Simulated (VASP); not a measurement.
**Ta: relaxation of cell and atoms with PBE+D3(BJ)**

Ta:

```
Ta
1.0
     5.31183    0.00000    0.00000
     0.00000    5.31183    0.00000
     0.00000    0.00000    5.31183
Ta
8
Direct
  0.00000 0.00000 0.00000
  0.50000 0.50000 0.50000
  0.25000 0.00000 0.50000
  0.75000 0.00000 0.50000
  0.50000 0.75000 0.00000
  0.50000 0.25000 0.00000
  0.00000 0.50000 0.75000
  0.00000 0.50000 0.25000
```

```
Program                : VASP 6.6.1
Task                   : relaxation of cell and atoms
Functional             : PBE
Dispersion             : D3(BJ)
Potentials or basis    : VASP PAW PBE potentials, release 64 (Ta_pv)
Cutoff                 : 600 eV
k mesh                 : 8 × 8 × 8
Occupations            : gaussian, width 0.1 eV
Spin                   : no spin polarisation
Dipole correction      : no
Further INCAR settings : ALGO = Fast; EDIFF = 1e-07; IBRION = 2; EDIFFG = -0.005; NSW = 70; ISIF = 3
```

```
Relaxed volume                        : 18.22 Å³/atom
Relaxed cell                          : a = 5.262 Å, b = 5.262 Å, c = 5.262 Å, α = 90.00°, β = 90.00°, γ = 90.00°
Space group after relaxing (to 0.1 Å) : Pm-3n (No. 223)
Energy gained by relaxing             : 9.2 meV/atom
Ionic steps                           : 4
Pressure after relaxing               : 0.0 GPa
Band gap on the k mesh                : zero (bands 44 and 45 overlap by 0.17 eV)
Dispersion energy per atom            : -0.655 eV
```

Step by step:
```
step  energy change (eV)  largest force (eV/Å)  pressure (GPa)  volume (Å³)
   1              0.0000                0.0000           -5.51       149.88
   2              0.3551                0.0000           15.37       136.33
   3             -0.0732                0.0000           -0.14       145.82
   4             -0.0733                0.0000           -0.01       145.72
```

Final structure:
```yaml
crystal:
  lattice:
    - [5.26229, 0.00000, 0.00000]
    - [0.00000, 5.26229, 0.00000]
    - [0.00000, 0.00000, 5.26229]
  atoms:
    - { symbol: Ta, position: [0.00000, 0.00000, 0.00000] }
    - { symbol: Ta, position: [0.50000, 0.50000, 0.50000] }
    - { symbol: Ta, position: [0.25000, 0.00000, 0.50000] }
    - { symbol: Ta, position: [0.75000, 0.00000, 0.50000] }
    - { symbol: Ta, position: [0.50000, 0.75000, 0.00000] }
    - { symbol: Ta, position: [0.50000, 0.25000, 0.00000] }
    - { symbol: Ta, position: [0.00000, 0.50000, 0.75000] }
    - { symbol: Ta, position: [0.00000, 0.50000, 0.25000] }
```

Levels at points of the mesh, in eV from the Fermi level:
| k point | band 41 | band 42 | band 43 | band 44 | band 45 | band 46 | band 47 | band 48 |
| --- | --- | --- | --- | --- | --- | --- | --- | --- |
| (0.00, 0.00, 0.00) | -1.08 | -1.08 | -0.78 | -0.78 | 0.09 | 0.09 | 0.85 | 0.85 |
| (0.50, 0.00, 0.00) | -0.47 | -0.47 | -0.05 | -0.05 | 0.31 | 0.31 | 0.44 | 0.44 |
| (0.50, 0.50, 0.00) | -0.69 | -0.46 | -0.46 | -0.25 | 0.17 | 0.59 | 0.59 | 1.70 |
| (0.50, 0.50, 0.50) | -0.92 | -0.92 | -0.10 | -0.10 | -0.10 | -0.10 | -0.10 | -0.10 |

Wall time 11 min on 1 thread of Intel(R) Xeon(R) 6975P-C (Granite Rapids) (shared host), peak memory 0.42 GiB.

Caveat: spin-orbit coupling is left out, which moves the levels of the heavy elements.
